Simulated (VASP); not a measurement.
Here is a VASP 6.6.1 calculation.

INCAR

```
PREC     = Accurate       # precision mode
ENCUT    = 600            # plane-wave cutoff, eV
EDIFF    = 1E-6           # SCF threshold, eV
ISMEAR   = 0              # smearing method
SIGMA    = 0.01           # smearing width, eV
LREAL    = F              # projectors in reciprocal space
LASPH    = T              # aspherical terms in the spheres
NELM     = 80             # most SCF steps
ALGO     = Normal         # electronic algorithm
ISIF     = 3              # what is computed and relaxed
LWAVE    = F              # write WAVECAR
LCHARG   = F              # write CHGCAR
IBRION   = 2              # ionic algorithm
NSW      = 100            # ionic steps
EDIFFG   = -0.002         # ionic threshold
PSTRESS  = 20.0
```

The input KPOINTS:

```
regular mesh
0
Gamma
  8 8 4
```

POSCAR

```
GaN
1.0
    3.1518145789      0.0000000000      0.0000000000
   -1.5759072894      2.7295514933      0.0000000000
    0.0000000000      0.0000000000      5.1383977941
Ga N
2 2
Direct
    0.3333333333      0.6666666667     -0.0007042243
    0.6666666667      0.3333333333      0.4992957757
    0.3333333333      0.6666666667      0.3757042243
    0.6666666667      0.3333333333      0.8757042243
```

Potentials or basis: VASP PAW LDA potentials, release 64 (Ga_d, N).

The run is started by

```sh
$ cat potpaw_LDA.64/Ga_d/POTCAR potpaw_LDA.64/N/POTCAR > POTCAR
$ mpirun -np 1 vasp_std > vasp.out
```

(1) Estimate the band gap on the k mesh.

(2) Estimate the relaxed cell.

(3) What does it give for the space group after relaxing (to 0.1 Å)?

(4) What does it give for the relaxed volume?

Results:

(1) 2.18 eV.

(2) a = 3.147 Å, b = 3.147 Å, c = 5.130 Å, α = 90.00°, β = 90.00°, γ = 120.00°.

(3) P6_3mc (No. 186).

(4) 11.00 Å³/atom.

Caveat: the cell is relaxed towards a set pressure, so the run minimises the enthalpy, not the energy.
